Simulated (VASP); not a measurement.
A run of VASP 6.6.1 is set up as follows.

INCAR

```
PREC = Accurate
ENCUT = 520
EDIFF = 1E-6
ISMEAR = 0
SIGMA = 0.1
LREAL = False
LASPH = True
NELM = 60
ALGO = Normal
ISIF = 2
LWAVE = False
LCHARG = False
GGA = CA
NBANDS = 16
```

KPOINTS

```
Automatic mesh
0
Gamma
  18 18 12
```

POSCAR

```
ZrB2
1.0
    3.1327644192      0.0000000000      0.0000000000
   -1.5663822096      2.7130535711      0.0000000000
    0.0000000000      0.0000000000      3.4888290036
Zr B
1 2
Direct
    0.0000000000      0.0000000000      0.0000000000
    0.3333333333      0.6666666667      0.5000000000
    0.6666666667      0.3333333333      0.5000000000
```

Potentials or basis: VASP PAW LDA potentials, release 64 (Zr_sv, B).

Launch:

```bash
$ cat potpaw_LDA.64/Zr_sv/POTCAR potpaw_LDA.64/B/POTCAR > POTCAR
$ mpirun -np 1 vasp_std > vasp.out
```

(1) Estimate the band gap on the k mesh.

(2) Estimate the pressure.

## Answers

(1) zero (band 9 reaches 11.65 eV, above the bottom of band 10 at 10.35 eV).

(2) 0.5 GPa.
